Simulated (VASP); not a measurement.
Set up this calculation in VASP 6.6.1, as the native input.

```yaml
Task: single point
Functional: PBE
Potentials_or_basis: VASP PAW PBE potentials, release 64 (Li_sv, Se)
Cutoff: 520 eV
k_mesh: 4 × 4 × 4
Occupations: gaussian, width 0.1 eV
Spin: no spin polarisation
Dipole_correction: no
Further_INCAR_settings: ALGO = Normal; EDIFF = 1e-06; NBANDS = 18
```

The structure of LiSe3 lies in POSCAR:

```
LiSe3
1.0
    3.9620795983      0.0000000000      0.0000000000
    0.0000000000      3.9620795983      0.0000000000
    0.0000000000      0.0000000000      5.4382195774
Li Se
1 3
Direct
    0.0000000000      0.0000000000      0.0000000000
    0.5000000000      0.5000000000      0.2153001627
    0.5000000000      0.5000000000      0.7846998373
    0.0000000000      0.0000000000      0.5000000000
```

One way to write it, as run:

INCAR

```
SYSTEM = LiSe3
  PREC = Accurate
  ENCUT = 520
  EDIFF = 1E-6
  ISMEAR = 0
  SIGMA = 0.1
  LREAL = .False.
  LASPH = .True.
  NELM = 60
  ALGO = Normal
  ISIF = 2
  LWAVE = .False.
  LCHARG = .True.
  GGA = PE
  LELF = .True.
  LVHAR = .True.
  NBANDS = 18
```

KPOINTS

```
regular mesh
0
Gamma
  4 4 4
  0 0 0
```

Potentials or basis: VASP PAW PBE potentials, release 64 (Li_sv, Se).

Launch:

```bash
$ cat potpaw_PBE.64/Li_sv/POTCAR potpaw_PBE.64/Se/POTCAR > POTCAR
$ mpirun -np 1 vasp_std > vasp.out
```

It gave:

```json
{"Largest force": "0.054 eV/Å"}
```

Caveat: the k points lie up to 0.40 Å⁻¹ apart.

Wall time 20 s on 1 thread of AMD EPYC 7R43 64-Core Processor (Zen 3) (shared host), peak memory 0.15 GiB.
